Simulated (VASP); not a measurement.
# NaNb16 (a cell with a defect) in VASP: single point with PBE

Aim: the single point of NaNb16 (a cell with a defect) with PBE.

Program: VASP 6.6.1. These are calculated values, not measurements. Logs are shortened: lines on timing, memory, paths and dates and some standing lists are left out, and cuts for length are marked.

## 1. The cell of the first run

The cell holds a defect, 17 atoms: a = 6.600 Å, b = 6.600 Å, c = 6.600 Å, α = 90.00°, β = 90.00°, γ = 90.00°.

## 2. Single point, PBE

Input file INCAR:

```
PREC     = Accurate       # precision mode
ENCUT    = 520            # plane-wave cutoff, eV
EDIFF    = 1E-6           # SCF threshold, eV
ISMEAR   = -1             # smearing method
SIGMA    = 0.1            # smearing width, eV
LREAL    = Auto         
LASPH    = T              # aspherical terms in the spheres
NELM     = 60             # most SCF steps
ALGO     = Normal         # electronic algorithm
ISIF     = 2              # what is computed and relaxed
LWAVE    = F              # write WAVECAR
LCHARG   = F              # write CHGCAR
GGA      = PE             # functional
NBANDS   = 122            # bands
```

Input file KPOINTS:

```
Automatic mesh
0
Gamma
  2 2 2
```

Input file POSCAR:

```
NaNb16
1.0
    6.6000000000      0.0000000000      0.0000000000
    0.0000000000      6.6000000000      0.0000000000
    0.0000000000      0.0000000000      6.6000000000
Nb Na
16 1
Direct
    0.0121666667     -0.0089696970      0.0173181818
    0.4964393939     -0.0051818182     -0.0080909091
    0.0120757576      0.4748484848      0.0251666667
    0.0325454545     -0.0023939394      0.4831969697
    0.2595151515      0.2456060606      0.2261060606
    0.5074090909      0.5261212121      0.0245303030
    0.4533181818      0.0585303030      0.4843787879
    0.7436818182      0.2565303030      0.2511969697
    0.0195303030      0.4900757576      0.4677424242
    0.2512575758      0.7504242424      0.2433939394
    0.2577878788      0.2520000000      0.7640757576
    0.4944090909      0.5351515152      0.4858333333
    0.7446060606      0.7586060606      0.2416515152
    0.7494242424      0.2838181818      0.7623333333
    0.2670909091      0.7598030303      0.7419848485
    0.7625909091      0.6375757576      0.7637272727
    0.7119696970     -0.0486666667      0.6561969697
```

Potentials or basis: VASP PAW PBE potentials, release 64 (Nb_sv, Na_pv).

Started as:

```bash
> cat potpaw_PBE.64/Nb_sv/POTCAR potpaw_PBE.64/Na_pv/POTCAR > POTCAR
> mpirun -np 1 vasp_std > vasp.out
```

OUTCAR:

```text
PREC = Accurate
   ENCUT = 520
   EDIFF = 1E-6
   ISMEAR = -1
   LREAL = Auto
   LASPH = T
   NELM = 60
   ISIF = 2
   GGA = PE

 ion  position               nearest neighbor table
   1  0.012  0.991  0.017-  10 2.69   5 2.72  13 2.77  11 2.90  15 2.91   8 2.93
   2  0.496  0.995  0.992-  17 2.65  15 2.72   5 2.75  11 2.76  13 2.80  10 2.82   8 2.93  14 2.95

   3  0.012  0.475  0.025-   5 2.59  16 2.62   8 2.73  14 2.76  11 2.79  10 2.81   9 2.92  13 2.94

   4  0.033  0.998  0.483-  17 2.42  10 2.69  15 2.79   5 2.79   7 2.81  11 2.91  13 2.94   8 2.98

   5  0.260  0.246  0.226-   7 2.46   3 2.59   1 2.72   2 2.75   9 2.77   4 2.79   6 2.81  12 3.00

   6  0.507  0.526  0.025-  16 2.52  13 2.62  10 2.67   8 2.80   5 2.81  14 2.85  15 2.89  11 2.99
                            12 3.05
   7  0.453  0.059  0.484-  17 2.17   5 2.46  11 2.59   8 2.78   4 2.81  15 2.88  10 2.91
   8  0.744  0.257  0.251-   3 2.73   9 2.78   7 2.78   6 2.80  12 2.91   2 2.93   1 2.93   4 2.98

   9  0.020  0.490  0.468-  10 2.74  16 2.76   5 2.77   8 2.78   3 2.92  13 2.94  11 2.96  14 2.97
                            15 3.02
  10  0.251  0.750  0.243-   6 2.67  12 2.67   1 2.69   4 2.69   9 2.74   3 2.81   2 2.82   7 2.91

  11  0.258  0.252  0.764-   7 2.59   2 2.76   3 2.79   1 2.90   4 2.91   9 2.96   6 2.99
  12  0.494  0.535  0.486-  16 2.64  10 2.67  15 2.70  13 2.74   8 2.91  14 2.99   5 3.00   6 3.05

  13  0.745  0.759  0.242-   6 2.62  12 2.74   1 2.77   2 2.80   4 2.94   9 2.94   3 2.94
  14  0.749  0.284  0.762-  17 2.32  16 2.34   3 2.76   6 2.85   2 2.95   9 2.97  12 2.99
  15  0.267  0.760  0.742-  12 2.70   2 2.72   4 2.79   7 2.88   6 2.89   1 2.91   9 3.02
  16  0.763  0.638  0.764-  17 2.21  14 2.34   6 2.52   3 2.62  12 2.64   9 2.76
  17  0.712  0.951  0.656-   7 2.17  16 2.21  14 2.32   4 2.42   2 2.65

  LATTYP: Found a simple cubic cell.
 ALAT       =     6.6000000000

  Lattice vectors:

 A1 = (   6.6000000000,   0.0000000000,   0.0000000000)
 A2 = (   0.0000000000,   6.6000000000,   0.0000000000)
 A3 = (   0.0000000000,   0.0000000000,   6.6000000000)

Analysis of symmetry for initial positions (statically):
=====================================================================
 Subroutine PRICEL returns:
 Original cell was already a primitive cell.

 Routine SETGRP: Setting up the symmetry group for a
 simple cubic supercell.

 Subroutine GETGRP returns: Found  1 space group operations
 (whereof  1 operations were pure point group operations)
 out of a pool of 48 trial point group operations.

The static configuration has the point symmetry C_1 .

Analysis of symmetry for dynamics (positions and initial velocities):
=====================================================================
 Subroutine PRICEL returns:
 Original cell was already a primitive cell.

 Routine SETGRP: Setting up the symmetry group for a
 simple cubic supercell.

 Subroutine GETGRP returns: Found  1 space group operations
 (whereof  1 operations were pure point group operations)
 out of a pool of 48 trial point group operations.

The dynamic configuration has the point symmetry C_1 .

 Subroutine INISYM returns: Found  1 space group operations
 (whereof  1 operations are pure point group operations),
 and found     1 'primitive' translations

----------------------------------------------------------------------------------------

                                     Primitive cell

  volume of cell :     287.4960

  direct lattice vectors                    reciprocal lattice vectors
     6.600000000  0.000000000  0.000000000     0.151515152  0.000000000  0.000000000
     0.000000000  6.600000000  0.000000000     0.000000000  0.151515152  0.000000000
     0.000000000  0.000000000  6.600000000     0.000000000  0.000000000  0.151515152

  length of vectors
     6.600000000  6.600000000  6.600000000     0.151515152  0.151515152  0.151515152

  position of ions in fractional coordinates (direct lattice)
     0.012166667  0.991030303  0.017318182
     0.496439394  0.994818182  0.991909091
     0.012075758  0.474848485  0.025166667
     0.032545455  0.997606061  0.483196970
     0.259515151  0.245606061  0.226106061
     0.507409091  0.526121212  0.024530303
[... 9 lines left out ...]
     0.762590909  0.637575758  0.763727273
     0.711969697  0.951333333  0.656196970

  ion indices of the primitive-cell ions
   primitive index   ion index
                 1           1
                 2           2
                 3           3
                 4           4
                 5           5
                 6           6
[... 9 lines left out ...]
                16          16
                17          17

----------------------------------------------------------------------------------------

 KPOINTS: Automatic mesh

Automatic generation of k-mesh.
 Grid dimensions read from file:
 generate k-points for:    2    2    2

 Generating k-lattice:

  Cartesian coordinates                     Fractional coordinates (reciprocal lattice)
     0.075757576  0.000000000  0.000000000     0.500000000  0.000000000  0.000000000
     0.000000000  0.075757576  0.000000000     0.000000000  0.500000000  0.000000000
     0.000000000  0.000000000  0.075757576     0.000000000  0.000000000  0.500000000

  Length of vectors
     0.075757576  0.075757576  0.075757576

  Shift w.r.t. Gamma in fractional coordinates (k-lattice)
     0.000000000  0.000000000  0.000000000

 Subroutine IBZKPT returns following result:
 ===========================================

 Found      8 irreducible k-points:

 Following reciprocal coordinates:
            Coordinates               Weight
  0.000000  0.000000  0.000000      1.000000
  0.500000  0.000000  0.000000      1.000000
  0.000000  0.500000  0.000000      1.000000
  0.000000  0.000000  0.500000      1.000000
  0.500000  0.500000  0.000000      1.000000
  0.000000  0.500000  0.500000      1.000000
  0.500000  0.000000  0.500000      1.000000
  0.500000  0.500000  0.500000      1.000000
   k-points           NKPTS =      8   k-points in BZ     NKDIM =      8   number of bands    NBANDS=    122
   number of dos      NEDOS =    301   number of ions     NIONS =     17
   total plane-waves  NPLWV = 125000
   dimension x,y,z NGX =    50 NGY =   50 NGZ =   50
   dimension x,y,z NGXF=   100 NGYF=  100 NGZF=  100
   ions per type =              16   1
   NGX,Y,Z   is equivalent  to a cutoff of  12.59, 12.59, 12.59 a.u.
   NGXF,Y,Z  is equivalent  to a cutoff of  25.19, 25.19, 25.19 a.u.
 SYSTEM =  unknown system
   PREC   = accura    normal or accurate (medium, high low for compatibility)
   ISTART =      0    job   : 0-new  1-cont  2-samecut
   ICHARG =      2    charge: 1-file 2-atom 10-const
   ISPIN  =      1    spin polarized calculation?
   LNONCOLLINEAR =      F non collinear calculations
   LSORBIT =      F    spin-orbit coupling
   LASPH  =      T    aspherical Exc in radial PAW
   ENCUT  =  520.0 eV  38.22 Ry    6.18 a.u.  12.27 12.27 12.27*2*pi/ulx,y,z
   NELM   =     60;   NELMIN=  2; NELMDL= -5     # of ELM steps
   EDIFF  = 0.1E-05   stopping-criterion for ELM
   LREAL  =      T    real-space projection
   EDIFFG = 0.1E-04   stopping-criterion for IOM
   NSW    =      0    number of steps for IOM
   IBRION =     -1    ionic relax: 0-MD 1-quasi-New 2-CG
   NFREE  =      0    steps in history (QN), initial steepest desc. (CG)
   ISIF   =      2    stress and relaxation
   ISYM   =      2    0-nonsym 1-usesym 2-fastsym
   POTIM  = 0.5000    time-step for ionic-motion
   TEBEG  =    0.0;   TEEND  =   0.0 temperature during run
   PSTRESS=    0.0 pullay stress
   NELECT =     215.0000    total number of electrons
   NUPDOWN=      -1.0000    fix difference up-down
   EMIN   =  10.00;   EMAX   =-10.00  energy-range for DOS
   EFERMI =   0.00;   METHOD = LEGACY
   ISMEAR =    -1;   SIGMA  =   0.10  broadening in eV -4-tet -1-fermi 0-gaus
   EFERMI_NEDOS =   21; number of points for ismear=-14 and -15
   IALGO  =     38    algorithm
   IMIX   =      4    mixing-type and parameters
     AMIX     =   0.40;   BMIX     =  1.00
     AMIX_MAG =   1.60;   BMIX_MAG =  1.00
  volume/ion in A,a.u.               =      16.91       114.12
  Fermi-wavevector in a.u.,A,eV,Ry     =   1.485971  2.808078 30.043165  2.208110
  Thomas-Fermi vector in A             =   2.599316
   LORBIT       =      0    0 simple, 1 ext, 2 COOP (PROOUT), +10 PAW based schemes
   GGA     = PE    functional components
   LHFCALC =     F    Hartree Fock is set to
   AEXX    =    0.0000 exact exchange contribution
   IVDW    =     0    specifies the selected vdW correction
   LEPSILON=     F    determine dielectric tensor
   LRPA    =     F    only Hartree local field effects (RPA)
 non-spin polarized calculation
  energy-cutoff  :      520.00
  volume of cell :      287.50
 maximum number of plane-waves:      7809
 NGX is ok and might be reduce to    50
   NGX = 25   NGY = 25   NGZ = 25

 number of electron     214.9999998 magnetization

 Free energy of the ion-electron system (eV)
  ---------------------------------------------------
  ext. energy  EPLUGINS =         0.00000000
  ---------------------------------------------------
  free energy    TOTEN  =      -155.43119706 eV

  energy without entropy =     -154.91385267  energy(sigma->0) =     -155.17252486

 E-fermi :  11.6810     XC(G=0): -12.6100

 val. band max:       11.6632793078   @ k =   0.0000   0.5000   0.5000
 cond. band min:      11.6854425678   @ k =   0.0000   0.5000   0.0000
 fundamental gap:      0.0221632600
 Fermi energy:        11.6809678390

 k-point     1 :       0.0000    0.0000    0.0000
  band No.  band energies     occupation
      1     -42.8902      2.00000
      2     -42.7453      2.00000
      3     -42.6951      2.00000
      4     -42.6878      2.00000
      5     -42.6673      2.00000
      6     -42.6526      2.00000
[... 111 lines left out ...]
    118      13.5177      0.00000
    119      13.7108      0.00000

 k-point     2 :       0.5000    0.0000    0.0000
  band No.  band energies     occupation
      1     -42.8432      2.00000
      2     -42.7983      2.00000
      3     -42.7072      2.00000
      4     -42.6921      2.00000
      5     -42.6769      2.00000
      6     -42.6432      2.00000
[... 727 lines left out ...]
      2     -42.7554      2.00000
      3     -42.7392      2.00000
      4     -42.7226      2.00000
      5     -42.6992      2.00000
      6     -42.6521      2.00000
[... 111 lines left out ...]
    118      13.5547      0.00000
    119      13.9488      0.00000
 [bands above 119 left out]

------------------------ aborting loop because EDIFF is reached ----------------------------------------

  FORCE on cell =-STRESS in cart. coord.  units (eV):
  Direction    XX          YY          ZZ          XY          YZ          ZX
  --------------------------------------------------------------------------------------
  -------------------------------------------------------------------------------------
  Total       31.3013638     35.0787162     32.0530683     -3.2552820     -3.3166859      1.8296288
  in kB      174.4383766    195.4890635    178.6275265    -18.1412576    -18.4834534     10.1962803
  external PRESSURE =     182.8516555 kB  Pullay stress =       0.0000000 kB

 VOLUME and BASIS-vectors are now :
 -----------------------------------------------------------------------------
  energy-cutoff  :      520.00
  volume of cell :      287.50
      direct lattice vectors                 reciprocal lattice vectors
     6.600000000  0.000000000  0.000000000     0.151515152  0.000000000  0.000000000
     0.000000000  6.600000000  0.000000000     0.000000000  0.151515152  0.000000000
     0.000000000  0.000000000  6.600000000     0.000000000  0.000000000  0.151515152

 POSITION                                       TOTAL-FORCE (eV/Angst)
 -----------------------------------------------------------------------------------
      0.08030      6.54080      0.11430        -0.999778     -0.267832     -1.786978
      3.27650      6.56580      6.54660         0.235602      0.866797      1.074869
      0.07970      3.13400      0.16610         0.213620      0.958121     -1.032042
      0.21480      6.58420      3.18910         0.112029      0.579966     -0.413426
      1.71280      1.62100      1.49230        -0.453427      0.824470      0.860153
      3.34890      3.47240      0.16190        -1.347300     -1.642911     -0.910412
[... 9 lines left out ...]
      5.03310      4.20800      5.04060         1.673466      0.766157      0.533716
      4.69900      6.27880      4.33090         1.384781     -1.015209      0.275769
 -----------------------------------------------------------------------------------
    total drift:                                0.000844     -0.002372      0.007283

  FREE ENERGIE OF THE ION-ELECTRON SYSTEM (eV)
  ---------------------------------------------------
  free  energy   TOTEN  =      -155.4311970585 eV

  energy  without entropy=     -154.9138526677  energy(sigma->0) =     -155.17252486
```

Wall time 12 min (1 thread of Intel Xeon Platinum 8259CL at 2.50GHz (Skylake/Cascade Lake), shared host); peak memory 0.45 GiB.

What came out:

- Free energy: -155.4312 eV
- Pressure: 18.3 GPa
- Largest force: 2.312 eV/Å
- Band gap on the k mesh: zero (an odd number of electrons rules out a gap without spin polarisation)

Forces on the atoms (eV/Å):
```
Nb  -1.000 -0.268 -1.787
Nb   0.236  0.867  1.075
Nb   0.214  0.958 -1.032
Nb   0.112  0.580 -0.413
Nb  -0.453  0.824  0.860
Nb  -1.347 -1.643 -0.910
Nb  -1.208 -0.502 -1.715
Nb   0.523 -0.665  0.470
Nb  -0.477  0.397  1.418
Nb  -0.175  0.909  0.047
Nb  -0.253  0.523 -0.590
Nb  -0.050 -1.125  0.315
Nb   1.088  0.336  0.676
Nb   0.873 -0.318  0.378
Nb  -1.141 -0.625  0.399
Nb   1.673  0.766  0.534
Na   1.385 -1.015  0.276
```

Caveat: the k points lie up to 0.48 Å⁻¹ apart, too coarse for converged energies and pressures of a metal.

The gap in the log of VASP goes by the Fermi energy; the results here count the filled bands.